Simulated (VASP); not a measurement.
# CO2 (Pa-3) in VASP: single point with PBE

Aim: the single point of CO2 with PBE.

Everything below comes from runs of VASP 6.6.1. Logs are shortened: lines on timing, memory, paths and dates and some standing lists are left out, and cuts for length are marked.

## Step 1: The cell of the first run

It takes space group Pa-3 (No. 205, cubic). The conventional cell has a = 5.620 Å, b = 5.620 Å, c = 5.620 Å, α = 90.00°, β = 90.00°, γ = 90.00°. C (site symmetry -3) has 2 O at 1.17 Å within 1.6 Å. O (site symmetry 3) has 1 C at 1.17 Å within 1.6 Å.

## Step 2: Single point, PBE

The input, INCAR:

```
PREC     = Accurate       # precision mode
ENCUT    = 520            # plane-wave cutoff, eV
EDIFF    = 1E-7           # SCF threshold, eV
ISMEAR   = -1             # smearing method
SIGMA    = 0.01           # smearing width, eV
LREAL    = False          # projectors in reciprocal space
LASPH    = True           # aspherical terms in the spheres
NELM     = 80             # most SCF steps
ALGO     = Normal         # electronic algorithm
ISIF     = 2              # what is computed and relaxed
LWAVE    = False          # write WAVECAR
LCHARG   = False          # write CHGCAR
GGA      = PE             # functional
NBANDS   = 44             # bands
```

The input, KPOINTS:

```
Automatic mesh
0
Gamma
  5 5 5
```

The input, POSCAR:

```
CO2
1.0
    5.6200000000      0.0000000000      0.0000000000
    0.0000000000      5.6200000000      0.0000000000
    0.0000000000      0.0000000000      5.6200000000
C O
4 8
Direct
    0.0000000000      0.0000000000      0.0000000000
    0.5000000000      0.0000000000      0.5000000000
    0.5000000000      0.5000000000      0.0000000000
    0.0000000000      0.5000000000      0.5000000000
    0.1200163792      0.1200163792      0.1200163792
    0.3799836208      0.8799836208      0.6200163792
    0.6200163792      0.3799836208      0.8799836208
    0.8799836208      0.6200163792      0.3799836208
    0.8799836208      0.8799836208      0.8799836208
    0.6200163792      0.1200163792      0.3799836208
    0.3799836208      0.6200163792      0.1200163792
    0.1200163792      0.3799836208      0.6200163792
```

Potentials or basis: VASP PAW PBE potentials, release 64 (C, O).

Run with:

```bash
$ cat potpaw_PBE.64/C/POTCAR potpaw_PBE.64/O/POTCAR > POTCAR
$ mpirun -np 1 vasp_std > vasp.out
```

OUTCAR:

```text
PREC = Accurate
   ENCUT = 520
   EDIFF = 1E-7
   ISMEAR = -1
   LREAL = False
   LASPH = True
   NELM = 80
   ISIF = 2
   GGA = PE

 ion  position               nearest neighbor table
   1  0.000  0.000  0.000-   5 1.17   9 1.17
   2  0.500  0.000  0.500-   6 1.17  10 1.17
   3  0.500  0.500  0.000-   7 1.17  11 1.17
   4  0.000  0.500  0.500-   8 1.17  12 1.17
   5  0.120  0.120  0.120-   1 1.17
   6  0.380  0.880  0.620-   2 1.17
   7  0.620  0.380  0.880-   3 1.17
   8  0.880  0.620  0.380-   4 1.17
   9  0.880  0.880  0.880-   1 1.17
  10  0.620  0.120  0.380-   2 1.17
  11  0.380  0.620  0.120-   3 1.17
  12  0.120  0.380  0.620-   4 1.17

  LATTYP: Found a simple cubic cell.
 ALAT       =     5.6200000000

  Lattice vectors:

 A1 = (   5.6200000000,   0.0000000000,   0.0000000000)
 A2 = (   0.0000000000,   5.6200000000,   0.0000000000)
 A3 = (   0.0000000000,   0.0000000000,   5.6200000000)

Analysis of symmetry for initial positions (statically):
=====================================================================
 Subroutine PRICEL returns:
 Original cell was already a primitive cell.

 Routine SETGRP: Setting up the symmetry group for a
 simple cubic supercell.

 Subroutine GETGRP returns: Found 24 space group operations
 (whereof  6 operations were pure point group operations)
 out of a pool of 48 trial point group operations.

The static configuration has the point symmetry S_6 .
 The point group associated with its full space group is T_h .

Analysis of symmetry for dynamics (positions and initial velocities):
=====================================================================
 Subroutine PRICEL returns:
 Original cell was already a primitive cell.

 Routine SETGRP: Setting up the symmetry group for a
 simple cubic supercell.

 Subroutine GETGRP returns: Found 24 space group operations
 (whereof  6 operations were pure point group operations)
 out of a pool of 48 trial point group operations.

The dynamic configuration has the point symmetry S_6 .
 The point group associated with its full space group is T_h .

 Subroutine INISYM returns: Found 24 space group operations
 (whereof  6 operations are pure point group operations),
 and found     1 'primitive' translations

----------------------------------------------------------------------------------------

                                     Primitive cell
[... 107 lines left out ...]
   PSTRESS=    0.0 pullay stress
   NELECT =      64.0000    total number of electrons
   NUPDOWN=      -1.0000    fix difference up-down
   EMIN   =  10.00;   EMAX   =-10.00  energy-range for DOS
   EFERMI =   0.00;   METHOD = LEGACY
   ISMEAR =    -1;   SIGMA  =   0.01  broadening in eV -4-tet -1-fermi 0-gaus
   EFERMI_NEDOS =   21; number of points for ismear=-14 and -15
   IALGO  =     38    algorithm
   IMIX   =      4    mixing-type and parameters
     AMIX     =   0.40;   BMIX     =  1.00
     AMIX_MAG =   1.60;   BMIX_MAG =  1.00
  volume/ion in A,a.u.               =      14.79        99.82
  Fermi-wavevector in a.u.,A,eV,Ry     =   1.165195  2.201899 18.472341  1.357679
  Thomas-Fermi vector in A             =   2.301723
   LORBIT       =      0    0 simple, 1 ext, 2 COOP (PROOUT), +10 PAW based schemes
   GGA     = PE    functional components
   LHFCALC =     F    Hartree Fock is set to
   AEXX    =    0.0000 exact exchange contribution
   IVDW    =     0    specifies the selected vdW correction
   LEPSILON=     F    determine dielectric tensor
   LRPA    =     F    only Hartree local field effects (RPA)
 non-spin polarized calculation
  energy-cutoff  :      520.00
  volume of cell :      177.50
 maximum number of plane-waves:      4801
 NGX is ok and might be reduce to    42
   NGX = 21   NGY = 21   NGZ = 21

 number of electron      63.9999950 magnetization

 Free energy of the ion-electron system (eV)
  ---------------------------------------------------
  ext. energy  EPLUGINS =         0.00000000
  ---------------------------------------------------
  free energy    TOTEN  =       -92.12730961 eV

  energy without entropy =      -92.12730961  energy(sigma->0) =      -92.12730961

 E-fermi :  -3.4526     XC(G=0):  -7.8446

 val. band max:       -3.6667010508   @ k =   0.0000   0.0000   0.0000
 cond. band min:       3.1048523729   @ k =   0.0000   0.0000   0.0000
 fundamental gap:      6.7715534237
 Fermi energy:        -3.4526437296

 k-point     1 :       0.0000    0.0000    0.0000
  band No.  band energies     occupation
      1     -24.2590      2.00000
      2     -24.0542      2.00000
      3     -24.0542      2.00000
      4     -24.0542      2.00000
      5     -23.1226      2.00000
      6     -23.1226      2.00000
[... 506 lines left out ...]
     43       6.1510      0.00000
     44       6.1510      0.00000

------------------------ aborting loop because EDIFF is reached ----------------------------------------

  FORCE on cell =-STRESS in cart. coord.  units (eV):
  Direction    XX          YY          ZZ          XY          YZ          ZX
  --------------------------------------------------------------------------------------
  -------------------------------------------------------------------------------------
  Total        3.1917748      3.1917748      3.1917748      0.0000000      0.0000000      0.0000000
  in kB       28.8093776     28.8093776     28.8093776      0.0000000      0.0000000      0.0000000
  external PRESSURE =      28.8093776 kB  Pullay stress =       0.0000000 kB

 VOLUME and BASIS-vectors are now :
 -----------------------------------------------------------------------------
  energy-cutoff  :      520.00
  volume of cell :      177.50
      direct lattice vectors                 reciprocal lattice vectors
     5.620000000  0.000000000  0.000000000     0.177935943  0.000000000  0.000000000
     0.000000000  5.620000000  0.000000000     0.000000000  0.177935943  0.000000000
     0.000000000  0.000000000  5.620000000     0.000000000  0.000000000  0.177935943

 POSITION                                       TOTAL-FORCE (eV/Angst)
 -----------------------------------------------------------------------------------
      0.00000      0.00000      0.00000         0.000000      0.000000      0.000000
      2.81000      0.00000      2.81000         0.000000      0.000000      0.000000
      2.81000      2.81000      0.00000         0.000000      0.000000      0.000000
      0.00000      2.81000      2.81000         0.000000      0.000000      0.000000
      0.67449      0.67449      0.67449         0.377141      0.377141      0.377141
      2.13551      4.94551      3.48449        -0.377141     -0.377141      0.377141
      3.48449      2.13551      4.94551         0.377141     -0.377141     -0.377141
      4.94551      3.48449      2.13551        -0.377141      0.377141     -0.377141
      4.94551      4.94551      4.94551        -0.377141     -0.377141     -0.377141
      3.48449      0.67449      2.13551         0.377141      0.377141     -0.377141
      2.13551      3.48449      0.67449        -0.377141      0.377141      0.377141
      0.67449      2.13551      3.48449         0.377141     -0.377141      0.377141
 -----------------------------------------------------------------------------------
    total drift:                                0.000000     -0.000000     -0.000000

  FREE ENERGIE OF THE ION-ELECTRON SYSTEM (eV)
  ---------------------------------------------------
  free  energy   TOTEN  =       -92.1273096110 eV

  energy  without entropy=      -92.1273096110  energy(sigma->0) =      -92.12730961
```

Wall time 90 s (1 thread of Intel Xeon 8259CL, shared host); peak memory 0.27 GiB.

What came out:

- Free energy: -92.1273 eV
- Pressure: 2.9 GPa
- Largest force: 0.653 eV/Å
- Band gap on the k mesh: 6.77 eV

Forces in eV/Å, atoms in the order of the input:
```
C    0.000  0.000  0.000
C    0.000  0.000  0.000
C    0.000  0.000  0.000
C    0.000  0.000  0.000
O    0.377  0.377  0.377
O   -0.377 -0.377  0.377
O    0.377 -0.377 -0.377
O   -0.377  0.377 -0.377
O   -0.377 -0.377 -0.377
O    0.377  0.377 -0.377
O   -0.377  0.377  0.377
O    0.377 -0.377  0.377
```

Levels at points of the mesh, in eV from the valence-band top:
```tsv
k point	band 28	band 29	band 30	band 31	band 32	band 33	band 34	band 35	band 36	band 37
(0.00, 0.00, 0.00)	-0.19	-0.19	-0.19	0.00	0.00	6.77	8.02	8.02	8.02	8.28
```

Caveat: this functional lacks dispersion, which holds the molecules together, so the pressure and a relaxed volume are unreliable; an odd mesh through Γ misses points on the zone boundary, where band edges can lie.
